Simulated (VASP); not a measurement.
Write the native input for VASP 6.6.1 that does the following.

```
Task                   : single point
Functional             : PBE
Potentials or basis    : VASP PAW PBE potentials, release 64 (Zn, S)
Cutoff                 : 520 eV
k mesh                 : 12 × 12 × 2
Occupations            : gaussian, width 0.05 eV
Spin                   : no spin polarisation
Dipole correction      : no
Further INCAR settings : ALGO = Normal; EDIFF = 1e-07; NBANDS = 46
```

The structure of ZnS lies in POSCAR:

```
ZnS
1.0
    3.6928545070      0.0000000000      0.0000000000
   -1.8464272535      3.3313602246      0.0000000000
    0.0000000000      0.0000000000     12.5902250307
Zn S
4 4
Direct
    0.0000000000      0.0000000000      0.0000503469
    0.0000000000      0.0000000000      0.5000503469
    0.3333333333      0.6666666667      0.2500245139
    0.6666666667      0.3333333333      0.7500245139
    0.0000000000      0.0000000000      0.1872896977
    0.0000000000      0.0000000000      0.6872896977
    0.3333333333      0.6666666667      0.4376354415
    0.6666666667      0.3333333333      0.9376354415
```

This cell differs from its parent crystal: strain -0.0400 x Voigt [1, 0, 0, 0, 0, 0].

One way to write it, as run:

INCAR

```
  ALGO = Normal
  EDIFF = 1E-7
  ENCUT = 520
  GGA = PE
  ISIF = 2
  ISMEAR = 0
  LASPH = True
  LCHARG = True
  LELF = True
  LREAL = False
  LVHAR = True
  LWAVE = False
  NBANDS = 46
  NELM = 100
  PREC = Accurate
  SIGMA = 0.05
```

KPOINTS

```
k-points
0
Gamma
  12 12 2
```

Potentials or basis: VASP PAW PBE potentials, release 64 (Zn, S).

Command:

```bash
$ cat potpaw_PBE.64/Zn/POTCAR potpaw_PBE.64/S/POTCAR > POTCAR
$ mpirun -np 1 vasp_std > vasp.out
```

It gave:

* Pressure: 3.4 GPa
* Largest force: 0.325 eV/Å
* Band gap on the k mesh: 2.09 eV

Caveat: the cell differs from its parent crystal (strain -0.0400 x Voigt [1, 0, 0, 0, 0, 0]); the cell stands under pressure.

It took 5.6 min on 1 thread of AMD EPYC 9R45 96-Core Processor (Zen 5), on a shared host, peak memory 0.54 GiB.
